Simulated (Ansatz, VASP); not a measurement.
## Two plane-wave programs on Cd

```
Cd
1.0
     3.17708    0.00000    0.00000
    -1.58854    2.75143    0.00000
     0.00000    0.00000    6.28912
Cd
2
Direct
  0.33333 0.66667 0.25000
  0.66667 0.33333 0.75000
```

Alike in both runs: task single point; functional RPBE; k mesh 19 × 19 × 9; occupations fermi-dirac, width 0.1 eV; no spin polarisation.

|  | VASP | Ansatz |
| --- | --- | --- |
| version | VASP 6.6.1 | Ansatz 0.2.0 |
| potentials or method | VASP PAW PBE potentials, release 64 (Cd), cutoff 520 eV | plane waves (420 eV) with PAW, scalar-relativistic |
| valence electrons in the cell | 24 | 40 |

Ansatz gave:

```
pressure (GPa)                                                : -2.5
traceless stress, the component that is largest in VASP (GPa) : 0.44
```

Question: Estimate VASP's values.

Answer: Pressure (GPa): -2.3; traceless stress, the component that is largest in VASP (GPa): 0.38.

VASP's potentials were made for PBE, not for RPBE. VASP's potentials hold 24 valence electrons a cell and Ansatz's 40, so a difference there can come from the potentials and not from the codes.
